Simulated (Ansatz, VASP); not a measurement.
**AlSiN in VASP and in Ansatz**

```xyz
6
Lattice="3.7359 0.0000 0.0000 0.0000 3.7359 0.0000 0.0000 0.0000 7.3443" Properties=species:S:1:pos:R:3 pbc="T T T"
Al    0.0000    1.8680    7.3407
Al    1.8680    0.0000    0.0037
Si    1.8680    0.0000    3.6707
Si    0.0000    1.8680    3.6736
N     0.0000    0.0000    0.0000
N     1.8680    1.8680    0.0000
```

Change from the starting cell: species swapped into the PrIO type (P4/nmm, No. 129).

Alike in both runs: functional PBE; k mesh 6 × 6 × 4; occupations gaussian, width 0.1 eV; no spin polarisation.

Ansatz relaxed the structure, and its values are those at the end. VASP's run is a single point on that final structure, the one shown.

|  | VASP | Ansatz |
| --- | --- | --- |
| version | VASP 6.6.1 | Ansatz 0.2.0 |
| potentials or method | VASP PAW PBE potentials, release 64 (Al, Si, N), cutoff 600 eV | scalar-relativistic, plane waves, PAW |
| valence electrons in the cell | 24 | 24 |

```csv
,VASP,Ansatz,Ansatz less VASP
gap on the k mesh at the Fermi level (eV),none,none,-
pressure (GPa),-0.2,-0.1,+0.09
```

A gap of «none» marks a metal or a gap that the smearing closes. The functional is the same, so the differences come from potentials, cutoffs and numerics.
